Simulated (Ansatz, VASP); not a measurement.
**Al in VASP and in Ansatz**

```
Al
1.0
    -1.59122    1.59122    1.56735
     1.59122   -1.59122    1.56735
     1.59122    1.59122   -1.56735
Al
1
Direct
  0.00000 0.00000 0.00000
```

Change from the starting cell: strain +0.000 along x and y, -0.015 along z, atoms carried along.

Alike in both runs: task single point; functional r2SCAN; k mesh 20 × 20 × 20; occupations gaussian, width 0.15 eV; no spin polarisation.

```csv
,VASP,Ansatz
version,VASP 6.6.1,Ansatz 0.2.0
potentials or method,"VASP PAW PBE potentials, release 64 (Al), cutoff 520 eV","scalar-relativistic, plane waves, PAW"
valence electrons in the cell,3,3
```

|  | VASP | Ansatz | Ansatz less VASP |
| --- | --- | --- | --- |
| gap on the k mesh at the Fermi level (eV) | none | none | - |
| pressure (GPa) | 1.5 | 1.8 | +0.33 |
| traceless stress, the component that is largest in VASP (GPa) | -0.71 | -0.71 | -0.001 |

VASP's potentials were made for PBE, not for r2SCAN. A gap of «none» marks a metal or a gap that the smearing closes. The functional is the same, so the differences come from potentials, cutoffs and numerics.
